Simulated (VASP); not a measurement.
# ZnO (P6_3mc) in VASP: further runs

ZnO is run at these levels: PBE; tasks: single point, relaxation of cell and atoms.

Program: VASP 6.6.1. These are calculated values, not measurements. Logs are shortened: lines on timing, memory, paths and dates and some standing lists are left out, and cuts for length are marked.

### 1 The cell of the first run

Symmetry: P6_3mc, No. 186, hexagonal system. Conventional cell: a = 3.280 Å, b = 3.280 Å, c = 5.292 Å, α = 90.00°, β = 90.00°, γ = 120.00°. Zn (site symmetry 3m) has 4 O at 2.00 to 2.01 Å within 2.6 Å. O (site symmetry 3m) has 4 Zn at 2.00 to 2.01 Å within 2.6 Å.

### 2 Single point, PBE

File INCAR:

```
SYSTEM = ZnO
PREC = Accurate
ENCUT = 520
EDIFF = 1E-6
ISMEAR = 0
SIGMA = 0.02
LREAL = .FALSE.
LASPH = .TRUE.
NELM = 80
ALGO = Normal
ISIF = 2
LWAVE = .FALSE.
LCHARG = .FALSE.
GGA = PE
NBANDS = 26
```

File KPOINTS:

```
regular mesh
0
G
  12 12 6
  0 0 0
```

File POSCAR:

```
ZnO
1.0
    3.2799996863      0.0000000000      0.0000000000
   -1.6399998432      2.8405630528      0.0000000000
    0.0000000000      0.0000000000      5.2922435714
Zn O
2 2
Direct
    0.3333333333      0.6666666667      0.0127072924
    0.6666666667      0.3333333333      0.5127072924
    0.3333333333      0.6666666667      0.3918927076
    0.6666666667      0.3333333333      0.8918927076
```

Potentials or basis: VASP PAW PBE potentials, release 64 (Zn, O).

Command:

```
$ cat potpaw_PBE.64/Zn/POTCAR potpaw_PBE.64/O/POTCAR > POTCAR
$ mpirun -np 1 vasp_std > vasp.out
```

OUTCAR:

```text
SYSTEM = ZnO
   PREC = Accurate
   ENCUT = 520
   EDIFF = 1E-6
   ISMEAR = 0
   LREAL = .FALSE.
   LASPH = .TRUE.
   NELM = 80
   ISIF = 2
   GGA = PE

 ion  position               nearest neighbor table
   1  0.333  0.667  0.013-   4 2.00   4 2.00   4 2.00   3 2.01
   2  0.667  0.333  0.513-   3 2.00   3 2.00   3 2.00   4 2.01
   3  0.333  0.667  0.392-   2 2.00   2 2.00   2 2.00   1 2.01
   4  0.667  0.333  0.892-   1 2.00   1 2.00   1 2.00   2 2.01

  LATTYP: Found a hexagonal cell.
 ALAT       =     3.2799996863
 C/A-ratio  =     1.6134890480

  Lattice vectors:

 A1 = (   3.2799996863,   0.0000000000,   0.0000000000)
 A2 = (  -1.6399998432,   2.8405630528,   0.0000000000)
 A3 = (   0.0000000000,   0.0000000000,   5.2922435714)

Analysis of symmetry for initial positions (statically):
=====================================================================
 Subroutine PRICEL returns:
 Original cell was already a primitive cell.

 Routine SETGRP: Setting up the symmetry group for a
 hexagonal supercell.

 Subroutine GETGRP returns: Found 12 space group operations
 (whereof  6 operations were pure point group operations)
 out of a pool of 24 trial point group operations.

The static configuration has the point symmetry C_3v.
 The point group associated with its full space group is C_6v.

Analysis of symmetry for dynamics (positions and initial velocities):
=====================================================================
 Subroutine PRICEL returns:
 Original cell was already a primitive cell.

 Routine SETGRP: Setting up the symmetry group for a
 hexagonal supercell.

 Subroutine GETGRP returns: Found 12 space group operations
 (whereof  6 operations were pure point group operations)
 out of a pool of 24 trial point group operations.

The dynamic configuration has the point symmetry C_3v.
 The point group associated with its full space group is C_6v.

 Subroutine INISYM returns: Found 12 space group operations
 (whereof  6 operations are pure point group operations),
 and found     1 'primitive' translations

----------------------------------------------------------------------------------------

                                     Primitive cell

  volume of cell :      49.3081

  direct lattice vectors                    reciprocal lattice vectors
     3.279999686  0.000000000  0.000000000     0.304878078  0.176021440  0.000000000
    -1.639999843  2.840563053  0.000000000     0.000000000  0.352042881  0.000000000
     0.000000000  0.000000000  5.292243571     0.000000000  0.000000000  0.188955778

  length of vectors
     3.279999686  3.279999686  5.292243571     0.352042881  0.352042881  0.188955778

  position of ions in fractional coordinates (direct lattice)
     0.333333333  0.666666667  0.012707292
     0.666666667  0.333333333  0.512707292
     0.333333333  0.666666667  0.391892708
     0.666666667  0.333333333  0.891892708

  ion indices of the primitive-cell ions
   primitive index   ion index
                 1           1
                 2           2
                 3           3
                 4           4

----------------------------------------------------------------------------------------

 KPOINTS: regular mesh

Automatic generation of k-mesh.
 Grid dimensions read from file:
 generate k-points for:   12   12    6

 Generating k-lattice:

  Cartesian coordinates                     Fractional coordinates (reciprocal lattice)
     0.025406506  0.014668453  0.000000000     0.083333333  0.000000000  0.000000000
     0.000000000  0.029336907  0.000000000     0.000000000  0.083333333  0.000000000
     0.000000000  0.000000000  0.031492630     0.000000000  0.000000000  0.166666667

  Length of vectors
     0.029336907  0.029336907  0.031492630

  Shift w.r.t. Gamma in fractional coordinates (k-lattice)
     0.000000000  0.000000000  0.000000000

 Subroutine IBZKPT returns following result:
 ===========================================

 Found     76 irreducible k-points:

 Following reciprocal coordinates:
            Coordinates               Weight
  0.000000  0.000000  0.000000      1.000000
  0.083333  0.000000  0.000000      6.000000
  0.166667  0.000000  0.000000      6.000000
  0.250000  0.000000  0.000000      6.000000
  0.333333  0.000000  0.000000      6.000000
  0.416667  0.000000  0.000000      6.000000
[... 16 lines left out ...]
  0.250000  0.000000  0.166667     12.000000
  0.333333  0.000000  0.166667     12.000000
 [... further k-points ...]
   k-points           NKPTS =     76   k-points in BZ     NKDIM =     76   number of bands    NBANDS=     26
   number of dos      NEDOS =    301   number of ions     NIONS =      4
   total plane-waves  NPLWV =  23040
   dimension x,y,z NGX =    24 NGY =   24 NGZ =   40
   dimension x,y,z NGXF=    48 NGYF=   48 NGZF=   80
   ions per type =               2   2
   NGX,Y,Z   is equivalent  to a cutoff of  12.16, 12.16, 12.57 a.u.
   NGXF,Y,Z  is equivalent  to a cutoff of  24.33, 24.33, 25.13 a.u.
 SYSTEM =  ZnO
   PREC   = accura    normal or accurate (medium, high low for compatibility)
   ISTART =      0    job   : 0-new  1-cont  2-samecut
   ICHARG =      2    charge: 1-file 2-atom 10-const
   ISPIN  =      1    spin polarized calculation?
   LNONCOLLINEAR =      F non collinear calculations
   LSORBIT =      F    spin-orbit coupling
   LASPH  =      T    aspherical Exc in radial PAW
   ENCUT  =  520.0 eV  38.22 Ry    6.18 a.u.   6.10  6.10  9.84*2*pi/ulx,y,z
   NELM   =     80;   NELMIN=  2; NELMDL= -5     # of ELM steps
   EDIFF  = 0.1E-05   stopping-criterion for ELM
   LREAL  =      F    real-space projection
   EDIFFG = 0.1E-04   stopping-criterion for IOM
   NSW    =      0    number of steps for IOM
   IBRION =     -1    ionic relax: 0-MD 1-quasi-New 2-CG
   NFREE  =      0    steps in history (QN), initial steepest desc. (CG)
   ISIF   =      2    stress and relaxation
   ISYM   =      2    0-nonsym 1-usesym 2-fastsym
   POTIM  = 0.5000    time-step for ionic-motion
   TEBEG  =    0.0;   TEEND  =   0.0 temperature during run
   PSTRESS=    0.0 pullay stress
   NELECT =      36.0000    total number of electrons
   NUPDOWN=      -1.0000    fix difference up-down
   EMIN   =  10.00;   EMAX   =-10.00  energy-range for DOS
   EFERMI =   0.00;   METHOD = LEGACY
   ISMEAR =     0;   SIGMA  =   0.02  broadening in eV -4-tet -1-fermi 0-gaus
   EFERMI_NEDOS =   21; number of points for ismear=-14 and -15
   IALGO  =     38    algorithm
   IMIX   =      4    mixing-type and parameters
     AMIX     =   0.40;   BMIX     =  1.00
     AMIX_MAG =   1.60;   BMIX_MAG =  1.00
  volume/ion in A,a.u.               =      12.33        83.19
  Fermi-wavevector in a.u.,A,eV,Ry     =   1.474132  2.785705 29.566338  2.173065
  Thomas-Fermi vector in A             =   2.588940
   LORBIT       =      0    0 simple, 1 ext, 2 COOP (PROOUT), +10 PAW based schemes
   GGA     = PE    functional components
   LHFCALC =     F    Hartree Fock is set to
   AEXX    =    0.0000 exact exchange contribution
   IVDW    =     0    specifies the selected vdW correction
   LEPSILON=     F    determine dielectric tensor
   LRPA    =     F    only Hartree local field effects (RPA)
 non-spin polarized calculation
 Gauss-broadening in eV      SIGMA  =   0.02
  energy-cutoff  :      520.00
  volume of cell :       49.31
 maximum number of plane-waves:      1350
   NGX = 13   NGY = 13   NGZ = 19

 number of electron      36.0000038 magnetization

 Free energy of the ion-electron system (eV)
  ---------------------------------------------------
  ext. energy  EPLUGINS =         0.00000000
  ---------------------------------------------------
  free energy    TOTEN  =       -17.86101422 eV

  energy without entropy =      -17.86101422  energy(sigma->0) =      -17.86101422

 E-fermi :   1.0018     XC(G=0): -10.7249

 val. band max:        0.8939063870   @ k =   0.0000   0.0000   0.0000
 cond. band min:       1.6220591331   @ k =   0.0000   0.0000   0.0000
 fundamental gap:      0.7281527461
 Fermi energy:         1.0018033538

 k-point     1 :       0.0000    0.0000    0.0000
  band No.  band energies     occupation
      1     -16.9232      2.00000
      2     -16.2556      2.00000
      3      -4.6426      2.00000
      4      -4.6426      2.00000
      5      -4.6018      2.00000
      6      -4.4863      2.00000
[... 18 lines left out ...]
     25      14.8222      0.00000
     26      14.8222      0.00000

 k-point     2 :       0.0833    0.0000    0.0000
  band No.  band energies     occupation
      1     -16.8875      2.00000
      2     -16.2396      2.00000
      3      -4.6828      2.00000
      4      -4.6214      2.00000
      5      -4.5775      2.00000
      6      -4.4703      2.00000
[... 18 lines left out ...]
     25      14.7595      0.00000
     26      14.9073      0.00000

 k-point     3 :       0.1667    0.0000    0.0000
  band No.  band energies     occupation
      1     -16.7866      2.00000
      2     -16.1970      2.00000
      3      -4.7741      2.00000
      4      -4.5657      2.00000
      5      -4.5413      2.00000
      6      -4.4595      2.00000
[... 18 lines left out ...]
     25      14.7257      0.00000
     26      14.9923      0.00000

 k-point     4 :       0.2500    0.0000    0.0000
  band No.  band energies     occupation
      1     -16.6406      2.00000
      2     -16.1431      2.00000
      3      -4.8652      2.00000
      4      -4.5502      2.00000
      5      -4.4974      2.00000
      6      -4.3733      2.00000
[... 18 lines left out ...]
     25      14.0540      0.00000
     26      14.8578      0.00000
[... 496 lines left out ...]
      1     -16.7483      2.00000
      2     -16.2376      2.00000
      3      -4.8020      2.00000
      4      -4.6125      2.00000
      5      -4.5563      2.00000
      6      -4.5021      2.00000
[... 18 lines left out ...]
     25      13.9281      0.00000
     26      14.7970      0.00000

 k-point    23 :       0.2500    0.0000    0.1667
  band No.  band energies     occupation
      1     -16.6076      2.00000
      2     -16.1763      2.00000
      3      -4.8925      2.00000
      4      -4.6334      2.00000
      5      -4.4838      2.00000
      6      -4.3967      2.00000
[... 18 lines left out ...]
     25      14.0567      0.00000
     26      14.7345      0.00000

 k-point    24 :       0.3333    0.0000    0.1667
  band No.  band energies     occupation
      1     -16.4540      2.00000
      2     -16.1232      2.00000
      3      -4.9329      2.00000
      4      -4.6605      2.00000
      5      -4.4226      2.00000
      6      -4.2652      2.00000
[... 18 lines left out ...]
     25      14.1245      0.00000
     26      14.6790      0.00000

 [... further k-points ...]

------------------------ aborting loop because EDIFF is reached ----------------------------------------

  FORCE on cell =-STRESS in cart. coord.  units (eV):
  Direction    XX          YY          ZZ          XY          YZ          ZX
  --------------------------------------------------------------------------------------
  -------------------------------------------------------------------------------------
  Total        0.2688127      0.2688127      0.2814705     -0.0000000      0.0000000      0.0000000
  in kB        8.7345842      8.7345842      9.1458791     -0.0000000      0.0000000      0.0000000
  external PRESSURE =       8.8716825 kB  Pullay stress =       0.0000000 kB

 VOLUME and BASIS-vectors are now :
 -----------------------------------------------------------------------------
  energy-cutoff  :      520.00
  volume of cell :       49.31
      direct lattice vectors                 reciprocal lattice vectors
     3.279999686  0.000000000  0.000000000     0.304878078  0.176021440  0.000000000
    -1.639999843  2.840563053  0.000000000     0.000000000  0.352042881  0.000000000
     0.000000000  0.000000000  5.292243571     0.000000000  0.000000000  0.188955778

 POSITION                                       TOTAL-FORCE (eV/Angst)
 -----------------------------------------------------------------------------------
     -0.00000      1.89371      0.06725        -0.000000      0.000000      0.001156
      1.64000      0.94685      2.71337         0.000000     -0.000000      0.001156
     -0.00000      1.89371      2.07399         0.000000      0.000000     -0.001156
      1.64000      0.94685      4.72011        -0.000000     -0.000000     -0.001156
 -----------------------------------------------------------------------------------
    total drift:                               -0.000001     -0.000001     -0.000976

  FREE ENERGIE OF THE ION-ELECTRON SYSTEM (eV)
  ---------------------------------------------------
  free  energy   TOTEN  =       -17.8610142157 eV

  energy  without entropy=      -17.8610142157  energy(sigma->0) =      -17.86101422
```

Run time: 1.9 min. Hardware: 1 thread of Intel Xeon 8259CL, shared host; peak memory 0.21 GiB.

What came out:

```yaml
Free_energy: -17.8610 eV
Pressure: 0.9 GPa
Band_gap_on_the_k_mesh: 0.73 eV
```

(Part 1 of 2 ends here.)
